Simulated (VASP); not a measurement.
Write the native input for VASP 6.6.1 that does the following.

```yaml
Task: single point
Functional: PBEsol
Potentials_or_basis: VASP PAW PBE potentials, release 64 (Ir)
Cutoff: 520 eV
k_mesh: 18 × 18 × 12
Occupations: gaussian, width 0.15 eV
Spin: no spin polarisation
Dipole_correction: no
Further_INCAR_settings: ALGO = Normal; EDIFF = 1e-06; NBANDS = 16
```

The structure of Ir lies in POSCAR:

```
Ir
1.0
    2.7101072262      0.0000000000      0.0000000000
   -1.3550536131      2.3470217048      0.0000000000
    0.0000000000      0.0000000000      4.4622900000
Ir
2
Direct
    0.6666666667      0.3333333333      0.7500000000
    0.3333333333      0.6666666667      0.2500000000
```

This cell differs from its parent crystal: strain -0.015 along x and y, +0.000 along z.

These files were run (other wordings do the same):

INCAR

```
PREC = Accurate
ENCUT = 520
EDIFF = 1E-6
ISMEAR = 0
SIGMA = 0.15
LREAL = False
LASPH = True
NELM = 60
ALGO = Normal
ISIF = 2
LWAVE = False
LCHARG = False
GGA = PS
NBANDS = 16
```

KPOINTS

```
regular mesh
0
Gamma
  18 18 12
```

Potentials or basis: VASP PAW PBE potentials, release 64 (Ir).

Run with:

```bash
$ cat potpaw_PBE.64/Ir/POTCAR > POTCAR
$ mpirun -np 1 vasp_std > vasp.out
```

It gave:

```
Pressure               : -1.1 GPa
Band gap on the k mesh : zero (band 9 reaches 11.36 eV, above the bottom of band 10 at 7.94 eV)
```

Caveat: the cell differs from its parent crystal (strain -0.015 along x and y, +0.000 along z); the PAW data sets were made with another functional, which shifts forces and pressure a little; spin-orbit coupling is left out, which moves the levels of the heavy elements.

Wall time 35 s on 1 thread of Intel(R) Xeon(R) 6975P-C (Granite Rapids), on a shared host, peak memory 0.22 GiB.
